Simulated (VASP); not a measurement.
# LiF (Fm-3m) in VASP: a series of runs

Runs on LiF. Level: PBE. Tasks: G0W0 quasiparticle levels.

Program: VASP 6.6.1. These are calculated values, not measurements. Logs are shortened: lines on timing, memory, paths and dates and some standing lists are left out, and cuts for length are marked.

## Step 1: The cell of the first run

The structure is cubic, space group Fm-3m (No. 225). The conventional cell has a = 4.010 Å, b = 4.010 Å, c = 4.010 Å, α = 90.00°, β = 90.00°, γ = 90.00°. Li (site symmetry m-3m) has 6 F at 2.00 Å within 2.7 Å. Within 2.7 Å of F (site symmetry m-3m) lie 6 Li at 2.00 Å.

## Step 2: G0W0 quasiparticle levels, PBE

Contents of POSCAR:

```
LiF
1.0
    0.0000000000      2.0050000000      2.0050000000
    2.0050000000      0.0000000000      2.0050000000
    2.0050000000      2.0050000000      0.0000000000
Li F
1 1
Direct
    0.0000000000      0.0000000000      0.0000000000
    0.5000000000      0.5000000000      0.5000000000
```

Contents of INCAR.step1:

```
SYSTEM = LiF
  PREC = Accurate
  ENCUT = 500
  EDIFF = 1E-8
  ISMEAR = 0
  SIGMA = 0.01
  LREAL = .False.
  LASPH = .True.
  NELM = 80
  ALGO = Normal
  LWAVE = .True.
  LCHARG = .False.
  GGA = PE
```

Contents of INCAR.step2:

```
SYSTEM = LiF
  PREC = Accurate
  ENCUT = 500
  EDIFF = 1E-8
  ISMEAR = 0
  SIGMA = 0.01
  LREAL = .False.
  LASPH = .True.
  NELM = 1
  ALGO = Exact
  LWAVE = .True.
  LCHARG = .False.
  GGA = PE
  NBANDS = 80
  LOPTICS = .True.
  ISTART = 1
```

Contents of INCAR.step3:

```
SYSTEM = LiF
  PREC = Accurate
  ENCUT = 500
  EDIFF = 1E-8
  ISMEAR = 0
  SIGMA = 0.01
  LREAL = .False.
  LASPH = .True.
  ALGO = EVGW0
  LWAVE = .False.
  LCHARG = .False.
  GGA = PE
  NELMGW = 1
  NBANDS = 80
  ENCUTGW = 113.3
  NOMEGA = 96
  PRECFOCK = Fast
  ISTART = 1
  NBANDSGW = 12
  OMEGAMAX = 20
```

Contents of KPOINTS:

```
regular mesh
0
Gamma
  8 8 8
  0 0 0
```

Potentials or basis: VASP PAW PBE potentials, release 64 (Li_GW, F_GW).

The run is started by

```
$ cat potpaw_PBE.64/Li_GW/POTCAR potpaw_PBE.64/F_GW/POTCAR > POTCAR
$ cp INCAR.step1 INCAR
$ mpirun -np 1 vasp_std > vasp.out
$ cp INCAR.step2 INCAR
$ mpirun -np 1 vasp_std > vasp.out
$ cp INCAR.step3 INCAR
$ mpirun -np 1 vasp_std > vasp.out
```

OUTCAR:

```text
SYSTEM = LiF
   PREC = Accurate
   ENCUT = 500
   EDIFF = 1E-8
   ISMEAR = 0
   LREAL = .False.
   LASPH = .True.
   GGA = PE
   NELMGW = 1
   ENCUTGW = 113.3
   PRECFOCK = Fast
   ISTART = 1

 ion  position               nearest neighbor table
   1  0.000  0.000  0.000-   2 2.00   2 2.00   2 2.00   2 2.00   2 2.00   2 2.00
   2  0.500  0.500  0.500-   1 2.00   1 2.00   1 2.00   1 2.00   1 2.00   1 2.00

  LATTYP: Found a face centered cubic cell.
 ALAT       =     4.0100000000

  Lattice vectors:

 A1 = (   0.0000000000,   2.0050000000,   2.0050000000)
 A2 = (   2.0050000000,   0.0000000000,   2.0050000000)
 A3 = (   2.0050000000,   2.0050000000,   0.0000000000)

Analysis of symmetry for initial positions (statically):
=====================================================================
 Subroutine PRICEL returns:
 Original cell was already a primitive cell.

 Routine SETGRP: Setting up the symmetry group for a
 face centered cubic supercell.

 Subroutine GETGRP returns: Found 48 space group operations
 (whereof 48 operations were pure point group operations)
 out of a pool of 48 trial point group operations.

The static configuration has the point symmetry O_h .

Analysis of symmetry for dynamics (positions and initial velocities):
=====================================================================
 Subroutine PRICEL returns:
 Original cell was already a primitive cell.

 Routine SETGRP: Setting up the symmetry group for a
 face centered cubic supercell.

 Subroutine GETGRP returns: Found 48 space group operations
 (whereof 48 operations were pure point group operations)
 out of a pool of 48 trial point group operations.

The dynamic configuration has the point symmetry O_h .

 Subroutine INISYM returns: Found 48 space group operations
 (whereof 48 operations are pure point group operations),
 and found     1 'primitive' translations

----------------------------------------------------------------------------------------
[... 92 lines left out ...]
   NELM   =     60;   NELMIN=  2; NELMDL=  0     # of ELM steps
   EDIFF  = 0.1E-07   stopping-criterion for ELM
   LREAL  =      F    real-space projection
   EDIFFG = 0.1E-06   stopping-criterion for IOM
   NSW    =      0    number of steps for IOM
   IBRION =     -1    ionic relax: 0-MD 1-quasi-New 2-CG
   NFREE  =      0    steps in history (QN), initial steepest desc. (CG)
   ISIF   =      0    stress and relaxation
   ISYM   =      3    0-nonsym 1-usesym 2-fastsym
   POTIM  = 0.5000    time-step for ionic-motion
   TEBEG  =    0.0;   TEEND  =   0.0 temperature during run
   PSTRESS=    0.0 pullay stress
   NELECT =       8.0000    total number of electrons
   NUPDOWN=      -1.0000    fix difference up-down
   EMIN   =  10.00;   EMAX   =-10.00  energy-range for DOS
   EFERMI =   0.00;   METHOD = LEGACY
   ISMEAR =     0;   SIGMA  =   0.01  broadening in eV -4-tet -1-fermi 0-gaus
   EFERMI_NEDOS =   21; number of points for ismear=-14 and -15
   IALGO  =     38    algorithm
   IMIX   =      4    mixing-type and parameters
     AMIX     =   0.40;   BMIX     =  1.00
     AMIX_MAG =   1.60;   BMIX_MAG =  1.00
  volume/ion in A,a.u.               =       8.06        54.39
  Fermi-wavevector in a.u.,A,eV,Ry     =   1.296126  2.449322 22.856996  1.679942
  Thomas-Fermi vector in A             =   2.427602
   LORBIT       =      0    0 simple, 1 ext, 2 COOP (PROOUT), +10 PAW based schemes
   GGA     = PE    functional components
   LHFCALC =     T    Hartree Fock is set to
   PRECFOCK=fast      Normal, Fast or Accurate (Low or Medium for compatibility)
   ENCUT4O =  -1.0   cutoff for four orbital integrals eV
   NKREDX  =     1    reduce k-point grid by
   NKREDY  =     1    reduce k-point grid by
   NKREDZ  =     1    reduce k-point grid by
   AEXX    =    1.0000 exact exchange contribution
   HFSCREEN=    0.0000 screening length (either q_TF or 0.3 A-1)
   HFSCREENC=   0.0000 screening length for correlation (either q_TF or 0.3 A-1)
   ENCUTFOCK=  -1.0 apply spherical cutoff to Coloumb kernel
   IVDW    =     0    specifies the selected vdW correction
   LEPSILON=     F    determine dielectric tensor
   LRPA    =     F    only Hartree local field effects (RPA)
   LRPAFORCE           =     F    calculate RPA forces
   ENCUTGW             = 113.3    cutoff for response function in eV
   ENCUTGWSOFT         =  90.6    soft cutoff for Coulomb kernel in GW response function in eV
   ENCUTLF             =  -1.0    cutoff for local field effects
   NELMGW              =     1    number of iterations in solving QP/BSE equation
   NELMHF              =     1    number of iterations in the inner HF iteration
   NKREDLFX            =     1    NKREDLFY  =   1   NKREDLFZ  =   1
 non-spin polarized calculation
 Gauss-broadening in eV      SIGMA  =   0.01
  energy-cutoff  :      500.00
  volume of cell :       16.12
 maximum number of plane-waves:       419
 NGX is ok and might be reduce to    24
  NGX = 14; NGY = 14; NGZ = 14
   NGX = 11   NGY = 11   NGZ = 11
 maximum number of plane-waves:        59
 NGX is ok and might be reduce to    14

 QP shifts <psi_nk| G(iteration)W_0 |psi_nk>: iteration 1
 for sc-GW calculations column KS-energies equals QP-energies in previous step
 and V_xc(KS)=  KS-energies - (<T + V_ion + V_H > + <T+V_H+V_ion>^1  + <V_x>^1)

 k-point   1 :       0.0000    0.0000    0.0000
  band No.  KS-energies  QP-energies   sigma(KS)   V_xc(KS)     V^pw_x(r,r')   Z            occupation Imag(sigma)

      1     -23.2152     -27.4006     -27.7602     -22.3059     -36.5107       0.7674       2.0000       0.9784
      2      -3.1531      -5.8163     -26.1465     -22.9004     -30.6939       0.8204       2.0000       0.0468
      3      -3.1531      -5.8163     -26.1465     -22.9004     -30.6939       0.8204       2.0000       0.0468
      4      -3.1531      -5.8163     -26.1465     -22.9004     -30.6939       0.8204       2.0000       0.0468
      5       6.0177       7.6233      -8.6045     -10.4155      -5.4702       0.8866       0.0000      -0.0387
      6      20.9664      23.4767      -5.5287      -8.4510      -1.5716       0.8590       0.0000      -0.0979
      7      20.9664      23.4767      -5.5287      -8.4510      -1.5716       0.8590       0.0000      -0.0979
      8      20.9664      23.4767      -5.5287      -8.4510      -1.5716       0.8590       0.0000      -0.0979
      9      21.3075      22.9945      -6.4717      -8.4149      -2.6265       0.8681       0.0000      -0.1166
     10      21.3075      22.9945      -6.4717      -8.4149      -2.6265       0.8681       0.0000      -0.1166
     11      21.3075      22.9945      -6.4717      -8.4149      -2.6265       0.8681       0.0000      -0.1166
     12      24.4708      25.2884      -5.6558      -6.6487      -1.0779       0.8234       0.0000      -0.4862
[... 356 lines left out ...]
      1     -22.6040     -26.5856     -28.5755     -23.1043     -37.2194       0.7277       2.0000       0.8046
      2      -5.5407      -8.6544     -23.1697     -19.3202     -27.5667       0.8089       2.0000       0.0608
      3      -4.4176      -7.3166     -24.3727     -20.8175     -28.7835       0.8154       2.0000       0.0521
      4      -3.6558      -6.4265     -25.5992     -22.2068     -30.1300       0.8167       2.0000       0.0477
      5       9.4490      11.4091      -8.3990     -10.6265      -5.2301       0.8800       0.0000      -0.0388
      6      12.7027      15.0504      -9.8326     -12.5538      -6.5229       0.8627       0.0000      -0.0466
      7      15.9176      18.2418      -6.4302      -9.0890      -2.8660       0.8741       0.0000      -0.0462
      8      16.1390      18.3651      -7.1411      -9.7080      -3.5557       0.8673       0.0000      -0.0474
      9      24.6841      26.4238      -6.8018      -8.8554      -2.4776       0.8472       0.0000      -0.3519
     10      25.7978      27.5400      -6.3119      -8.3827      -1.9324       0.8413       0.0000      -0.3407
     11      31.4082      33.6816      -6.8452      -9.3156      -2.2999       0.9203       0.0000      -0.9146
     12      33.5457      36.4947      -7.9301     -11.2073      -3.4247       0.8998       0.0000      -0.9083

 [... further k-points ...]
```

OUTCAR.step1:

```text
SYSTEM = LiF
   PREC = Accurate
   ENCUT = 500
   EDIFF = 1E-8
   ISMEAR = 0
   LREAL = .False.
   LASPH = .True.
[... 485 lines left out ...]
      0.00000      0.00000      0.00000         0.000000      0.000000      0.000000
      2.00500      2.00500      2.00500        -0.000000     -0.000000     -0.000000
 -----------------------------------------------------------------------------------
    total drift:                               -0.000000     -0.000000      0.000000

  FREE ENERGIE OF THE ION-ELECTRON SYSTEM (eV)
  ---------------------------------------------------
  free  energy   TOTEN  =        -9.6119953603 eV

  energy  without entropy=       -9.6119953603  energy(sigma->0) =       -9.61199536
```

Run time: 28 min. Hardware: 1 thread of AMD EPYC 7R43 (Zen 3), shared host; peak memory 0.64 GiB.

What came out:

* Quasiparticle gap: 13.44 eV
* Least direct quasiparticle gap: 13.44 eV
* Band gap of the starting levels on the mesh: 9.17 eV
* Least direct gap of the starting levels on the mesh: 9.17 eV

Caveat: bands, screening cutoff and mesh are small and nothing is extrapolated, so the quasiparticle values aren't converged.

(Part 1 of 2 ends here.)
